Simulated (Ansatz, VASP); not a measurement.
**Two plane-wave programs on Si3N4**

```
Si N
1.0
     0.00000    3.85528    3.85528
     3.85528    0.00000    3.85528
     3.85528    3.85528    0.00000
Si N
6 8
Direct
  0.12500 0.12500 0.62500
  0.12500 0.62500 0.12500
  0.62500 0.12500 0.12500
  0.12500 0.12500 0.12500
  0.75000 0.75000 0.75000
  0.50000 0.50000 0.50000
  0.36754 0.36754 0.36754
  0.35263 0.88246 0.88246
  0.88246 0.88246 0.35263
  0.88246 0.35263 0.88246
  0.36754 0.36754 0.89737
  0.36754 0.89737 0.36754
  0.88246 0.88246 0.88246
  0.89737 0.36754 0.36754
```

Alike in both runs: task relaxation of the atoms; functional PBE; k mesh 6 × 6 × 6; occupations gaussian, width 0.02 eV; no spin polarisation.

```csv
,VASP,Ansatz
version,VASP 6.6.1,Ansatz 0.2.0
potentials or method,"VASP PAW PBE potentials, release 64 (Si, N), cutoff 520 eV","scalar-relativistic, plane waves, PAW"
valence electrons in the cell,64,64
```

|  | VASP | Ansatz | Ansatz less VASP |
| --- | --- | --- | --- |
| gap on the k mesh at the Fermi level, each at its own relaxed structure (eV) | 3.45 | 3.46 | +0.012 |

Ansatz's warnings: stress scf threshold loose.
